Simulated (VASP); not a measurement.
Crystal: Pd.

```
Pd
1.0
     2.76256    0.00000    0.00000
    -1.38128    2.39245    0.00000
     0.00000    0.00000    9.11839
Pd
4
Direct
  0.00000 0.00000 0.00000
  0.33333 0.66667 0.25000
  0.00000 0.00000 0.50000
  0.66667 0.33333 0.75000
```

Base run:

| Property | Result |
| --- | --- |
| Program | VASP 6.6.1 |
| Functional | PBEsol |
| Dispersion | D3(BJ) |
| Potentials or basis | VASP PAW PBE potentials, release 64 (Pd) |
| Cutoff | 520 eV |
| k mesh | 9 × 9 × 3 |
| Occupations | methfessel-paxton, width 0.1 eV |
| Spin | no spin polarisation |

Its results: band gap on the k mesh zero (band 20 reaches 9.43 eV, above the bottom of band 21 at 8.59 eV); pressure -13.2 GPa.

The run is repeated on the same cell with these changes: dispersion from D3(BJ) to none. What comes out?

Band gap on the k mesh zero (band 20 reaches 9.43 eV, above the bottom of band 21 at 8.59 eV); pressure -6.7 GPa.

Dispersion adds attraction, which lowers the pressure at fixed volume and, as a term added to the energy, leaves the levels alone.

Caveats: the PAW data sets were made with another functional, which shifts forces and pressure a little; pairwise dispersion overbinds metals, which lowers pressure and volume (some runs).
